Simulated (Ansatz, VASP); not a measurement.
**Two plane-wave programs on SiRu3**

INCAR

```
  PREC = Accurate
  ENCUT = 520
  EDIFF = 1E-7
  ISMEAR = 0
  SIGMA = 0.1
  LREAL = False
  LASPH = True
  NELM = 80
  ALGO = Fast
  ISIF = 2
  LWAVE = False
  LCHARG = True
  GGA = PE
  LELF = True
  LVHAR = True
  NBANDS = 56
```

The input KPOINTS:

```
regular mesh
0
Gamma
  6 6 8
```

Contents of POSCAR:

```
SiRu3
1.0
    5.4934765706      0.0000000000      0.0000000000
   -2.7467382853      4.7574902653      0.0000000000
    0.0000000000      0.0000000000      4.1700969986
Si Ru
2 6
Direct
    0.3333333333      0.6666666667      0.2500000000
    0.6666666667      0.3333333333      0.7500000000
    0.3439309321      0.2439420238      0.2500000000
    0.0999889084      0.3439309321      0.7500000000
    0.7560579762      0.0999889084      0.2500000000
    0.6560690679      0.7560579762      0.7500000000
    0.9000110916      0.6560690679      0.2500000000
    0.2439420238      0.9000110916      0.7500000000
```

Input for Ansatz:

```yaml
crystal:
  lattice:
    - [5.4934765706, 0.0, 0.0]
    - [-2.7467382853, 4.7574902653, 0.0]
    - [0.0, 0.0, 4.1700969986]
  atoms:
    - { symbol: Si, position: [0.3333333333, 0.6666666667, 0.25] }
    - { symbol: Si, position: [0.6666666667, 0.3333333333, 0.75] }
    - { symbol: Ru, position: [0.3439309321, 0.2439420238, 0.25] }
    - { symbol: Ru, position: [0.0999889084, 0.3439309321, 0.75] }
    - { symbol: Ru, position: [0.7560579762, 0.0999889084, 0.25] }
    - { symbol: Ru, position: [0.6560690679, 0.7560579762, 0.75] }
    - { symbol: Ru, position: [0.9000110916, 0.6560690679, 0.25] }
    - { symbol: Ru, position: [0.2439420238, 0.9000110916, 0.75] }
basis:
  ecutwfc: 420
kpoints:
  mp_grid: { grid: [6, 6, 8] }
  band_path:
    path:
      - [[0.0, 0.0, 0.0], [0.5, 0.0, 0.0], [0.33333333, 0.33333333, 0.0], [0.0, 0.0, 0.0], [0.0, 0.0, 0.5], [0.5, 0.0, 0.5], [0.33333333, 0.33333333, 0.5], [0.0, 0.0, 0.5]]
      - [[0.5, 0.0, 0.5], [0.5, 0.0, 0.0]]
      - [[0.33333333, 0.33333333, 0.5], [0.33333333, 0.33333333, 0.0]]
    npoints: 14
hamiltonian:
  xc: pbe
scf:
  occupations: { method: gaussian, width: 0.1 }
  n_extra_bands: 20
output:
  forces: true
  stress: true
  eigenvalues: true
  populations: true
  dos: { projected: true, de: 0.02, nscf_kmesh: { grid: [8, 8, 10] } }
  bader: true
  write_density: true
  write_potential: true
  elf: true
  volumetric_format: npy
```

Alike in both runs: task single point; functional PBE; k mesh 6 × 6 × 8; occupations gaussian, width 0.1 eV; no spin polarisation.

|  | VASP | Ansatz |
| --- | --- | --- |
| version | VASP 6.6.1 | Ansatz 0.2.0 |
| potentials or method | VASP PAW PBE potentials, release 64 (Si, Ru_pv), cutoff 520 eV | scalar-relativistic, plane waves, PAW |
| valence electrons in the cell | 92 | 104 |

|  | VASP | Ansatz | Ansatz less VASP |
| --- | --- | --- | --- |
| gap on the k mesh at the Fermi level (eV) | none | none | - |
| pressure (GPa) | 0.0 | 0.0 | -0.01 |
| traceless stress, the component that is largest in VASP (GPa) | -0.07 | -0.01 | +0.063 |
| rms of the force components (eV/Å) | 0.007 | 0.003 | -0.0049 |

Atom by atom the forces differ by 0.005 eV/Å (rms over components). A gap of «none» marks a metal or a gap that the smearing closes. VASP's potentials hold 92 valence electrons a cell and Ansatz's 104, so a difference there can come from the potentials and not from the codes.
